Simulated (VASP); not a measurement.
# TaS2 (P-3m1) in VASP: further runs

Aim: see how the results for TaS2 move with the level of theory and the settings. Levels: PBE, PBE+D3(BJ), PBE+U. Tasks: single point.

Program: VASP 6.6.1. These are calculated values, not measurements. Logs are shortened: lines on timing, memory, paths and dates and some standing lists are left out, and cuts for length are marked.

**1. The cell of the first run**

It takes space group P-3m1 (No. 164, trigonal). Conventional cell: a = 3.383 Å, b = 3.383 Å, c = 6.168 Å, α = 90.00°, β = 90.00°, γ = 120.00°. Ta (site symmetry -3m) has 6 S at 2.47 Å within 3.3 Å. Within 3.3 Å of S (site symmetry 3m) lie 3 Ta at 2.47 Å.

**2. Single point, PBE**

File INCAR:

```
  PREC = Accurate
  ENCUT = 500
  EDIFF = 1E-6
  ISMEAR = 0
  SIGMA = 0.1
  LREAL = False
  LASPH = True
  NELM = 120
  ALGO = Normal
  ISIF = 2
  LWAVE = False
  LCHARG = True
  GGA = PE
  LELF = True
  LVHAR = True
  NBANDS = 18
  ISYM = 0
  GGA_COMPAT = False
```

File KPOINTS:

```
Automatic mesh
0
Gamma
  3 3 2
  0.5 0.5 0
```

File POSCAR:

```
TaS2
1.0
    3.3828573416      0.0000000000      0.0000000000
   -1.6914286708      2.9296403952      0.0000000000
    0.0000000000      0.0000000000      6.1679785700
Ta S
1 2
Direct
    0.0000000000      0.0000000000      0.0000000000
    0.6666666667      0.3333333333      0.7542821200
    0.3333333333      0.6666666667      0.2457178800
```

Potentials or basis: VASP PAW PBE potentials, release 64 (Ta_pv, S).

Run with:

```bash
> cat potpaw_PBE.64/Ta_pv/POTCAR potpaw_PBE.64/S/POTCAR > POTCAR
> mpirun -np 1 vasp_std > vasp.out
```

OUTCAR:

```text
PREC = Accurate
   ENCUT = 500
   EDIFF = 1E-6
   ISMEAR = 0
   LREAL = False
   LASPH = True
   NELM = 120
   ISIF = 2
   GGA = PE
   ISYM = 0

 ion  position               nearest neighbor table
   1  0.000  0.000  0.000-   2 2.47   3 2.47   3 2.47   2 2.47   2 2.47   3 2.47
   2  0.667  0.333  0.754-   1 2.47   1 2.47   1 2.47
   3  0.333  0.667  0.246-   1 2.47   1 2.47   1 2.47

IMPORTANT INFORMATION: All symmetrisations will be switched off!
NOSYMM: (Re-)initialisation of all symmetry stuff for point group C_1.

----------------------------------------------------------------------------------------

                                     Primitive cell

  volume of cell :      61.1281

  direct lattice vectors                    reciprocal lattice vectors
     3.382857342  0.000000000  0.000000000     0.295608091  0.170669411  0.000000000
    -1.691428671  2.929640395  0.000000000     0.000000000  0.341338822  0.000000000
     0.000000000  0.000000000  6.167978570     0.000000000  0.000000000  0.162127671

  length of vectors
     3.382857342  3.382857342  6.167978570     0.341338822  0.341338822  0.162127671

  position of ions in fractional coordinates (direct lattice)
     0.000000000  0.000000000  0.000000000
     0.666666667  0.333333333  0.754282120
     0.333333333  0.666666667  0.245717880

  ion indices of the primitive-cell ions
   primitive index   ion index
                 1           1
                 2           2
                 3           3

----------------------------------------------------------------------------------------

 KPOINTS: Automatic mesh

Automatic generation of k-mesh.
 Grid dimensions read from file:
 generate k-points for:    3    3    2

 Generating k-lattice:

  Cartesian coordinates                     Fractional coordinates (reciprocal lattice)
     0.098536030  0.056889804  0.000000000     0.333333333  0.000000000  0.000000000
     0.000000000  0.113779607  0.000000000     0.000000000  0.333333333  0.000000000
     0.000000000  0.000000000  0.081063835     0.000000000  0.000000000  0.500000000

  Length of vectors
     0.113779607  0.113779607  0.081063835

  Shift w.r.t. Gamma in fractional coordinates (k-lattice)
     0.500000000  0.500000000  0.000000000

 Subroutine IBZKPT returns following result:
 ===========================================

 Found     30 irreducible k-points:

 Following reciprocal coordinates:
            Coordinates               Weight
  0.166667  0.166667  0.000000      2.000000
 -0.166667  0.333333  0.000000      2.000000
 -0.333333  0.166667  0.000000      2.000000
  0.500000  0.166667  0.000000      2.000000
 -0.166667 -0.333333  0.000000      2.000000
  0.333333  0.500000  0.000000      2.000000
[... 16 lines left out ...]
  0.166667  0.500000  0.500000      2.000000
 -0.333333 -0.166667  0.500000      2.000000
 [... further k-points ...]
   k-points           NKPTS =     30   k-points in BZ     NKDIM =     30   number of bands    NBANDS=     18
   number of dos      NEDOS =    301   number of ions     NIONS =      3
   total plane-waves  NPLWV =  37632
   dimension x,y,z NGX =    28 NGY =   28 NGZ =   48
   dimension x,y,z NGXF=    56 NGYF=   56 NGZF=   96
   ions per type =               1   2
   NGX,Y,Z   is equivalent  to a cutoff of  13.76, 13.76, 12.94 a.u.
   NGXF,Y,Z  is equivalent  to a cutoff of  27.52, 27.52, 25.87 a.u.
 SYSTEM =  unknown system
   PREC   = accura    normal or accurate (medium, high low for compatibility)
   ISTART =      0    job   : 0-new  1-cont  2-samecut
   ICHARG =      2    charge: 1-file 2-atom 10-const
   ISPIN  =      1    spin polarized calculation?
   LNONCOLLINEAR =      F non collinear calculations
   LSORBIT =      F    spin-orbit coupling
   LASPH  =      T    aspherical Exc in radial PAW
   ENCUT  =  500.0 eV  36.75 Ry    6.06 a.u.   6.17  6.17 11.25*2*pi/ulx,y,z
   NELM   =    120;   NELMIN=  2; NELMDL= -5     # of ELM steps
   EDIFF  = 0.1E-05   stopping-criterion for ELM
   LREAL  =      F    real-space projection
   EDIFFG = 0.1E-04   stopping-criterion for IOM
   NSW    =      0    number of steps for IOM
   IBRION =     -1    ionic relax: 0-MD 1-quasi-New 2-CG
   NFREE  =      0    steps in history (QN), initial steepest desc. (CG)
   ISIF   =      2    stress and relaxation
   ISYM   =      0    0-nonsym 1-usesym 2-fastsym
   POTIM  = 0.5000    time-step for ionic-motion
   TEBEG  =    0.0;   TEEND  =   0.0 temperature during run
   PSTRESS=    0.0 pullay stress
   NELECT =      23.0000    total number of electrons
   NUPDOWN=      -1.0000    fix difference up-down
   EMIN   =  10.00;   EMAX   =-10.00  energy-range for DOS
   EFERMI =   0.00;   METHOD = LEGACY
   ISMEAR =     0;   SIGMA  =   0.10  broadening in eV -4-tet -1-fermi 0-gaus
   EFERMI_NEDOS =   21; number of points for ismear=-14 and -15
   IALGO  =     38    algorithm
   IMIX   =      4    mixing-type and parameters
     AMIX     =   0.40;   BMIX     =  1.00
     AMIX_MAG =   1.60;   BMIX_MAG =  1.00
  volume/ion in A,a.u.               =      20.38       137.50
  Fermi-wavevector in a.u.,A,eV,Ry     =   1.181872  2.233414 19.004913  1.396822
  Thomas-Fermi vector in A             =   2.318137
   LORBIT       =      0    0 simple, 1 ext, 2 COOP (PROOUT), +10 PAW based schemes
   GGA     = PE    functional components
   LHFCALC =     F    Hartree Fock is set to
   AEXX    =    0.0000 exact exchange contribution
   IVDW    =     0    specifies the selected vdW correction
   LEPSILON=     F    determine dielectric tensor
   LRPA    =     F    only Hartree local field effects (RPA)
 non-spin polarized calculation
 Gauss-broadening in eV      SIGMA  =   0.10
  energy-cutoff  :      500.00
  volume of cell :       61.13
 maximum number of plane-waves:      1560
 NGX is ok and might be reduce to    28
   NGX = 13   NGY = 13   NGZ = 23

 number of electron      23.0000002 magnetization

 Free energy of the ion-electron system (eV)
  ---------------------------------------------------
  ext. energy  EPLUGINS =         0.00000000
  ---------------------------------------------------
  free energy    TOTEN  =       -23.06524066 eV

  energy without entropy =      -23.05137702  energy(sigma->0) =      -23.05830884

 E-fermi :   5.0414     XC(G=0): -10.1385

 val. band max:        4.9881362342   @ k =   0.5000  -0.3333   0.5000
 cond. band min:       5.1571868400   @ k =   0.1667   0.1667   0.0000
 fundamental gap:      0.1690506058
 Fermi energy:         5.0413953587

 k-point     1 :       0.1667    0.1667    0.0000
  band No.  band energies     occupation
      1     -30.5061      2.00000
      2     -30.4058      2.00000
      3     -30.3078      2.00000
      4      -8.8165      2.00000
      5      -8.0677      2.00000
      6      -0.3955      2.00000
[... 10 lines left out ...]
     17      12.2896      0.00000
     18      12.7623      0.00000

 k-point     2 :      -0.1667    0.3333    0.0000
  band No.  band energies     occupation
      1     -30.5061      2.00000
      2     -30.4058      2.00000
      3     -30.3078      2.00000
      4      -8.8165      2.00000
      5      -8.0677      2.00000
      6      -0.3955      2.00000
[... 10 lines left out ...]
     17      12.2896      0.00000
     18      12.7623      0.00000

 k-point     3 :      -0.3333    0.1667    0.0000
  band No.  band energies     occupation
      1     -30.5061      2.00000
      2     -30.4058      2.00000
      3     -30.3078      2.00000
      4      -8.8165      2.00000
      5      -8.0677      2.00000
      6      -0.3955      2.00000
[... 10 lines left out ...]
     17      12.2896      0.00000
     18      12.7623      0.00000

 k-point     4 :       0.5000    0.1667    0.0000
  band No.  band energies     occupation
      1     -30.5810      2.00000
      2     -30.4497      2.00000
      3     -30.2890      2.00000
      4      -8.1685      2.00000
      5      -7.8691      2.00000
      6      -1.1500      2.00000
[... 10 lines left out ...]
     17      11.3313      0.00000
     18      12.1013      0.00000

 k-point     5 :      -0.1667   -0.3333    0.0000
  band No.  band energies     occupation
      1     -30.5810      2.00000
      2     -30.4497      2.00000
      3     -30.2890      2.00000
      4      -8.1685      2.00000
      5      -7.8691      2.00000
      6      -1.1500      2.00000
[... 10 lines left out ...]
     17      11.3313      0.00000
     18      12.1013      0.00000

 k-point     6 :       0.3333    0.5000    0.0000
  band No.  band energies     occupation
      1     -30.5810      2.00000
      2     -30.4497      2.00000
      3     -30.2890      2.00000
      4      -8.1685      2.00000
      5      -7.8691      2.00000
      6      -1.1500      2.00000
[... 10 lines left out ...]
     17      11.3313      0.00000
     18      12.1013      0.00000

 k-point     7 :       0.5000   -0.3333    0.0000
  band No.  band energies     occupation
      1     -30.5810      2.00000
      2     -30.4497      2.00000
      3     -30.2890      2.00000
      4      -8.1685      2.00000
      5      -7.8691      2.00000
      6      -1.1500      2.00000
[... 10 lines left out ...]
     17      11.3313      0.00000
     18      12.1013      0.00000

 k-point     8 :       0.1667    0.5000    0.0000
  band No.  band energies     occupation
      1     -30.5810      2.00000
      2     -30.4497      2.00000
      3     -30.2890      2.00000
      4      -8.1685      2.00000
      5      -7.8691      2.00000
      6      -1.1500      2.00000
[... 10 lines left out ...]
     17      11.3313      0.00000
     18      12.1013      0.00000
[... 229 lines left out ...]
     17      11.2400      0.00000
     18      11.4057      0.00000

 k-point    20 :      -0.1667   -0.3333    0.5000
  band No.  band energies     occupation
      1     -30.5810      2.00000
      2     -30.4497      2.00000
      3     -30.2890      2.00000
      4      -8.2076      2.00000
      5      -7.8210      2.00000
      6      -1.1968      2.00000
[... 10 lines left out ...]
     17      11.2400      0.00000
     18      11.4057      0.00000

 k-point    21 :       0.3333    0.5000    0.5000
  band No.  band energies     occupation
      1     -30.5810      2.00000
      2     -30.4497      2.00000
      3     -30.2890      2.00000
      4      -8.2076      2.00000
      5      -7.8210      2.00000
      6      -1.1968      2.00000
[... 10 lines left out ...]
     17      11.2400      0.00000
     18      11.4057      0.00000

 k-point    22 :       0.5000   -0.3333    0.5000
  band No.  band energies     occupation
      1     -30.5810      2.00000
      2     -30.4497      2.00000
      3     -30.2890      2.00000
      4      -8.2076      2.00000
      5      -7.8210      2.00000
      6      -1.1968      2.00000
[... 10 lines left out ...]
     17      11.2400      0.00000
     18      11.4057      0.00000

 k-point    23 :       0.1667    0.5000    0.5000
  band No.  band energies     occupation
      1     -30.5810      2.00000
      2     -30.4497      2.00000
      3     -30.2890      2.00000
      4      -8.2076      2.00000
      5      -7.8210      2.00000
      6      -1.1968      2.00000
[... 10 lines left out ...]
     17      11.2400      0.00000
     18      11.4057      0.00000

 k-point    24 :      -0.3333   -0.1667    0.5000
  band No.  band energies     occupation
      1     -30.5810      2.00000
      2     -30.4497      2.00000
      3     -30.2890      2.00000
      4      -8.2076      2.00000
      5      -7.8210      2.00000
      6      -1.1968      2.00000
[... 10 lines left out ...]
     17      11.2400      0.00000
     18      11.4057      0.00000

 [... further k-points ...]
[... 5 lines left out ...]
  --------------------------------------------------------------------------------------
  -------------------------------------------------------------------------------------
  Total        0.3511940      0.3511963      0.8293002     -0.0000004     -0.0000005     -0.0000003
  in kB        9.2048520      9.2049129     21.7360934     -0.0000096     -0.0000121     -0.0000068
  external PRESSURE =      13.3819528 kB  Pullay stress =       0.0000000 kB

 VOLUME and BASIS-vectors are now :
 -----------------------------------------------------------------------------
  energy-cutoff  :      500.00
  volume of cell :       61.13
      direct lattice vectors                 reciprocal lattice vectors
     3.382857342  0.000000000  0.000000000     0.295608091  0.170669411  0.000000000
    -1.691428671  2.929640395  0.000000000     0.000000000  0.341338822  0.000000000
     0.000000000  0.000000000  6.167978570     0.000000000  0.000000000  0.162127671

 POSITION                                       TOTAL-FORCE (eV/Angst)
 -----------------------------------------------------------------------------------
      0.00000      0.00000      0.00000         0.000000     -0.000000     -0.000000
      1.69143      0.97655      4.65240        -0.000000      0.000000     -0.256446
     -0.00000      1.95309      1.51558         0.000000     -0.000000      0.256446
 -----------------------------------------------------------------------------------
    total drift:                                0.000001     -0.000001      0.000003

  FREE ENERGIE OF THE ION-ELECTRON SYSTEM (eV)
  ---------------------------------------------------
  free  energy   TOTEN  =       -23.0652406594 eV

  energy  without entropy=      -23.0513770196  energy(sigma->0) =      -23.05830884
```

It used 80 s of CPU time on 1 thread of AMD EPYC 7R13 Processor (Zen 3), on a shared host.

Results:

- Free energy: -23.0652 eV
- Pressure: 1.3 GPa
- Largest force: 0.256 eV/Å

Forces on the atoms (eV/Å):
```
Ta   0.000  0.000  0.000
S    0.000  0.000 -0.256
S    0.000  0.000  0.256
```

Caveat: the k points lie up to 0.71 Å⁻¹ apart; spin-orbit coupling is left out, which moves the levels of the heavy elements; this functional lacks dispersion, which binds the layers, so the pressure and a relaxed spacing across them are unreliable.

**3. Single point, PBE+D3(BJ)**

File INCAR:

```
SYSTEM = TaS2
PREC = Accurate ; ENCUT = 500
EDIFF = 1E-6 ; ISMEAR = 0
SIGMA = 0.1 ; LREAL = .False.
LASPH = .True. ; NELM = 120
ALGO = Normal ; ISIF = 2
LWAVE = .False. ; LCHARG = .True.
GGA = PE ; IVDW = 12
LELF = .True. ; LVHAR = .True.
ISYM = 0 ; NBANDS = 18
GGA_COMPAT = .False.
```

KPOINTS is that of step 2.

POSCAR is that of step 2.

Potentials or basis: VASP PAW PBE potentials, release 64 (Ta_pv, S).

Run with:

```bash
> cat potpaw_PBE.64/Ta_pv/POTCAR potpaw_PBE.64/S/POTCAR > POTCAR
> mpirun -np 1 vasp_std > vasp.out
```

It used 73 s of CPU time on 1 thread of AMD EPYC 7R13 Processor (Zen 3) (shared host).

The run converged. Its results:

- Free energy: -24.2145 eV
- Pressure: -1.8 GPa
- Largest force: 0.266 eV/Å
- Dispersion energy per atom: -0.383 eV

Forces on the atoms (eV/Å):
```
Ta   0.000  0.000  0.000
S    0.000  0.000 -0.266
S    0.000  0.000  0.266
```

Stress tensor (GPa, compression positive):
```
-2.23  0.00  0.00
 0.00 -2.23  0.00
 0.00  0.00 -1.07
```

Levels at points of the mesh, in eV from the Fermi level:
```tsv
k point	band 8	band 9	band 10	band 11	band 12	band 13	band 14	band 15	band 16	band 17
(0.50, 0.50, 0.00)	-4.43	-3.96	-3.37	-2.22	-0.95	2.33	2.87	4.26	4.71	5.35
(0.50, 0.00, 0.00)	-4.43	-3.96	-3.37	-2.22	-0.95	2.33	2.87	4.26	4.71	5.35
(0.00, 0.50, 0.00)	-4.43	-3.96	-3.37	-2.22	-0.95	2.33	2.87	4.26	4.71	5.35
(0.50, 0.50, 0.50)	-4.38	-4.05	-2.48	-2.04	-1.28	2.32	2.86	4.25	4.39	4.93
(0.50, 0.00, 0.50)	-4.38	-4.05	-2.48	-2.04	-1.28	2.32	2.86	4.25	4.39	4.93
(0.00, 0.50, 0.50)	-4.38	-4.05	-2.48	-2.04	-1.28	2.32	2.86	4.25	4.39	4.93
```

Caveat: the k points lie up to 0.71 Å⁻¹ apart; three body term missing; spin-orbit coupling is left out, which moves the levels of the heavy elements.

**4. Single point, PBE+U**

File INCAR:

```
ALGO = Normal
EDIFF = 1E-6
ENCUT = 500
GGA = PE
GGA_COMPAT = F
ISIF = 2
ISMEAR = 0
ISYM = 0
LASPH = T
LCHARG = F
LDAU = T
LDAUJ = 0.53 0
LDAUL = 2 -1
LDAUPRINT = 1
LDAUTYPE = 1
LDAUU = 4.3 0
LMAXMIX = 4
LREAL = F
LWAVE = F
NBANDS = 18
NELM = 200
PREC = Accurate
SIGMA = 0.1
```

File KPOINTS:

```
Automatic mesh
0
Gamma
  3 3 1
  0.5 0.5 0.5
```

POSCAR is that of step 3.

Run with:

```bash
> cat potpaw_PBE.64/Ta_pv/POTCAR potpaw_PBE.64/S/POTCAR > POTCAR
> mpirun -np 1 vasp_std > vasp.out
```

It used 25 s of CPU time on 1 thread of AMD EPYC 7R13 Processor (Zen 3), on a shared host.

It converged, with:

```yaml
Free_energy: -19.8229 eV
Pressure: 5.0 GPa
Largest_force: 0.588 eV/Å
```

Forces in eV/Å, atoms in the order of the input:
```
Ta   0.000  0.000  0.000
S    0.000  0.000 -0.588
S    0.000  0.000  0.588
```

Stress tensor (GPa, compression positive):
```
3.95 0.00 0.00
0.00 3.95 0.00
0.00 0.00 7.15
```

Levels at points of the mesh, in eV from the Fermi level:
| k point | band 8 | band 9 | band 10 | band 11 | band 12 | band 13 | band 14 | band 15 | band 16 | band 17 |
| --- | --- | --- | --- | --- | --- | --- | --- | --- | --- | --- |
| (0.50, 0.50, 0.50) | -4.45 | -4.14 | -2.70 | -2.26 | -1.22 | 2.59 | 3.08 | 4.11 | 4.22 | 4.64 |
| (0.50, 0.00, 0.50) | -4.45 | -4.14 | -2.70 | -2.26 | -1.22 | 2.59 | 3.08 | 4.11 | 4.22 | 4.64 |
| (0.00, 0.50, 0.50) | -4.45 | -4.14 | -2.70 | -2.26 | -1.22 | 2.59 | 3.08 | 4.11 | 4.22 | 4.64 |

Eigenvalues of the final occupation matrices:
| site | spin | trace | eigenvalues |
| --- | --- | --- | --- |
| site 1 d | 1 | 1.07 | 0.18 0.18 0.18 0.26 0.26 |
| site 1 d | 2 | 1.07 | 0.18 0.18 0.18 0.26 0.26 |

Caveat: the k points lie up to 1.02 Å⁻¹ apart; spin-orbit coupling is left out, which moves the levels of the heavy elements; this functional lacks dispersion, which binds the layers, so the pressure and a relaxed spacing across them are unreliable; U without spin polarisation on a metal has little footing.

**5. The runs side by side**

| level | U | k mesh | LDAUTYPE | hund's J | gap on the mesh (eV) | pressure (GPa) | largest force (eV/Å) |
| --- | --- | --- | --- | --- | --- | --- | --- |
| PBE | - | 3 × 3 × 2, shifted | - | - | none | 1.3 | 0.26 |
| PBE+D3(BJ) | - | 3 × 3 × 2, shifted | - | - | none | -1.8 | 0.27 |
| PBE+U | Ta d U = 4.3 eV, J = 0.53 eV | 3 × 3 × 1, shifted | 1 | 0.53 | none | 5.0 | 0.59 |

Alike in all rows: task single point; potentials or basis VASP PAW PBE potentials, release 64 (Ta_pv, S); no spin polarisation; cell as given; cutoff (eV) 500; smearing gaussian 0.1 eV.

Caveats: all runs use coarse meshes; spin-orbit coupling is left out, which moves the levels of the heavy elements; this functional lacks dispersion, which binds the layers, so the pressure and a relaxed spacing across them are unreliable (some runs); three body term missing (some runs); U without spin polarisation on a metal has little footing (some runs).

Absolute energies hang on the potentials; compare differences alone.
